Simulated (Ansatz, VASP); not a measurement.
**Two plane-wave programs on Ge5As**

```xyz
6
Lattice="3.2239 1.8613 3.8713 -3.2239 1.8613 3.8713 0.0000 -3.7226 3.8713" Properties=species:S:1:pos:R:3 pbc="T T T"
Ge    0.0000    0.0000    2.1030
Ge    0.0000    0.0000    9.5109
Ge    0.0000   -1.8613    1.9356
Ge    1.6119    0.9306    1.9356
Ge   -1.6119    0.9306    1.9356
As    0.0000    0.0000    0.0000
```

Alike in both runs: task single point; functional PBE; k mesh 3 × 3 × 3; occupations gaussian, width 0.1 eV; no spin polarisation.

|  | VASP | Ansatz |
| --- | --- | --- |
| version | VASP 6.6.1 | Ansatz 0.2.0 |
| potentials or method | VASP PAW PBE potentials, release 64 (Ge_d, As), cutoff 520 eV | scalar-relativistic, plane waves, PAW |
| valence electrons in the cell | 75 | 85 |

|  | VASP | Ansatz | Ansatz less VASP |
| --- | --- | --- | --- |
| gap on the k mesh at the Fermi level (eV) | none | none | - |
| rms of the force components (eV/Å) | 3.852 | 3.751 | -0.1014 |

Atom by atom the forces differ by 0.101 eV/Å (rms over components). A gap of «none» marks a metal or a gap that the smearing closes. VASP's potentials hold 75 valence electrons a cell and Ansatz's 85, so a difference there can come from the potentials and not from the codes.

The k mesh is coarse, so the values compare programs but aren't converged.
